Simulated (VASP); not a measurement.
Write the native input for VASP 6.6.1 that does the following.

- Task: single point
- Functional: PBEsol
- Potentials or basis: VASP PAW PBE potentials, release 64 (Ni, Si)
- Cutoff: 520 eV
- k mesh: 6 × 6 × 6
- Occupations: fermi-dirac, width 0.05 eV
- Spin: collinear spin, ferromagnetic start
- Starting moments: [0.266667, 0.266667, 0.266667, 0.0] μB
- Fixed moment: 0.8 μB
- Dipole correction: no
- Further INCAR settings: ALGO = Normal; EDIFF = 1e-07; NBANDS = 29

The structure of SiNi3 lies in POSCAR:

```
SiNi3
1.0
    3.5420000000      0.0000000000      0.0000000000
    0.0000000000      3.5420000000      0.0000000000
    0.0000000000      0.0000000000      3.5420000000
Ni Si
3 1
Direct
    0.5000000000      0.5000000000      0.0000000000
    0.5000000000      0.0000000000      0.5000000000
    0.0000000000      0.5000000000      0.5000000000
    0.0000000000      0.0000000000      0.0000000000
```

One way to write it, as run:

INCAR

```
SYSTEM = SiNi3
ALGO = Normal ; EDIFF = 1E-7
ENCUT = 520 ; GGA = PS
ISIF = 2 ; ISMEAR = -1
ISPIN = 2 ; LASPH = .True.
LCHARG = .False. ; LMAXMIX = 4
LORBIT = 11 ; LREAL = .False.
LWAVE = .False. ; MAGMOM = 0.266667 0.266667 0.266667 0
NBANDS = 29 ; NELM = 150
NUPDOWN = 0.8 ; PREC = Accurate
SIGMA = 0.05
```

KPOINTS

```
k-points
0
Gamma
  6 6 6
  0 0 0
```

Potentials or basis: VASP PAW PBE potentials, release 64 (Ni, Si).

Command:

```sh
$ cat potpaw_PBE.64/Ni/POTCAR potpaw_PBE.64/Si/POTCAR > POTCAR
$ mpirun -np 1 vasp_std > vasp.out
```

It gave:

```yaml
Pressure: -13.1 GPa
Net_moment: 0.80 μB per cell
Site_moments: Ni +0.27; Si +0.00 μB
Valence_electrons_inside_the_program's_atomic_spheres: Ni 9.41; Si 1.53
```

Caveat: the cell stands under tension; the PAW data sets were made with another functional, which shifts forces and pressure a little; the total moment is fixed, so each spin has its own Fermi level.

It took 29 s on 1 thread of Intel(R) Xeon(R) 6975P-C (Granite Rapids) (shared host), peak memory 0.19 GiB.
